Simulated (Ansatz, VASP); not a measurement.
# One calculation of MgO, two programs

File INCAR:

```
SYSTEM = MgO
ALGO = Normal
EDIFF = 1E-6
ENCUT = 520
GGA = PE
ISIF = 2
ISMEAR = 0
LASPH = .True.
LCHARG = .False.
LREAL = .False.
LWAVE = .False.
NBANDS = 11
NELM = 80
PREC = Accurate
SIGMA = 0.05
```

Contents of KPOINTS:

```
k-points
0
Gamma
  12 12 8
  0 0 0
```

Contents of POSCAR:

```
MgO
1.0
    2.9377244759      0.0000000000      0.0000000000
   -1.4688622380      2.5441440255      0.0000000000
    0.0000000000      0.0000000000      2.6797873418
Mg O
1 1
Direct
   -0.0308428631     -0.0154214316     -0.0231321473
    0.3333333333      0.6666666667      0.5000000000
```

Input for Ansatz:

```yaml
crystal:
  lattice:
    - [2.9377244759, 0.0, 0.0]
    - [-1.468862238, 2.5441440255, 0.0]
    - [0.0, 0.0, 2.6797873418]
  atoms:
    - { symbol: Mg, position: [-0.0308428631, -0.0154214316, -0.0231321473] }
    - { symbol: O, position: [0.3333333333, 0.6666666667, 0.5] }
basis:
  ecutwfc: 420
kpoints:
  mp_grid: { grid: [12, 12, 8] }
hamiltonian:
  xc: pbe
scf:
  occupations: { method: gaussian, width: 0.05 }
output:
  forces: true
  stress: true
  eigenvalues: true
```

Change from the starting cell: all Mg atoms moved +0.100 Å, as atom 1 towards its neighbour atom 2 (O) at 2.161 Å.

Alike in both runs: task single point; functional PBE; k mesh 12 × 12 × 8; occupations gaussian, width 0.05 eV; no spin polarisation.

```csv
,VASP,Ansatz
version,VASP 6.6.1,Ansatz 0.2.0
potentials or method,"VASP PAW PBE potentials, release 64 (Mg, O), cutoff 520 eV","scalar-relativistic, plane waves, PAW"
valence electrons in the cell,8,16
```

|  | VASP | Ansatz | Ansatz less VASP |
| --- | --- | --- | --- |
| gap on the k mesh at the Fermi level (eV) | 3.00 | 3.02 | +0.021 |
| least direct gap on the mesh (eV) | 3.40 | 3.42 | +0.018 |
| pressure (GPa) | 0.1 | 0.7 | +0.61 |
| traceless stress, the component that is largest in VASP (GPa) | 0.86 | 0.85 | -0.009 |
| rms of the force components (eV/Å) | 0.230 | 0.226 | -0.0037 |

Atom by atom the forces differ by 0.004 eV/Å (rms over components). VASP's potentials hold 8 valence electrons a cell and Ansatz's 16, so a difference there can come from the potentials and not from the codes.
